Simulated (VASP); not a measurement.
Crystal: BAs.

```
B As
1.0
     0.00000    2.38850    2.38850
     2.38850    0.00000    2.38850
     2.38850    2.38850    0.00000
B As
1 1
Direct
  0.00000 0.00000 0.00000
  0.75000 0.75000 0.75000
```

```yaml
Program: VASP 6.6.1
Task: relaxation of cell and atoms
Functional: PBE
Potentials_or_basis: VASP PAW PBE potentials, release 64 (B, As)
Cutoff: 500 eV
k_mesh: 8 × 8 × 8
Occupations: gaussian, width 0.01 eV
Spin: no spin polarisation
```

At the start: pressure 3.4 GPa; volume 13.63 Å³/atom.

**Question.** Where does the relaxation end?

**Answer.** Over 3 steps the energy falls by 3.6 meV/atom and the volume is 13.97 Å³/atom (+2.5 %); space group F-43m (No. 216, to 0.1 Å) before and after.

Step by step:
| step | energy change (eV) | largest force (eV/Å) | pressure (GPa) | volume (Å³) |
| --- | --- | --- | --- | --- |
| 1 | 0.0000 | 0.0000 | 3.44 | 27.25 |
| 2 | -0.0037 | 0.0000 | -2.20 | 28.42 |
| 3 | -0.0071 | 0.0000 | 0.01 | 27.93 |

Final structure:
```cif
data_structure
_symmetry_space_group_name_H-M 'P 1'
_symmetry_Int_Tables_number 1
_cell_length_a 3.4058
_cell_length_b 3.4058
_cell_length_c 3.4058
_cell_angle_alpha 60.000
_cell_angle_beta 60.000
_cell_angle_gamma 60.000
_cell_volume 27.93
loop_
_atom_site_label
_atom_site_type_symbol
_atom_site_fract_x
_atom_site_fract_y
_atom_site_fract_z
_atom_site_occupancy
B1 B 0.00000 0.00000 0.00000 1
As1 As 0.75000 0.75000 0.75000 1
```
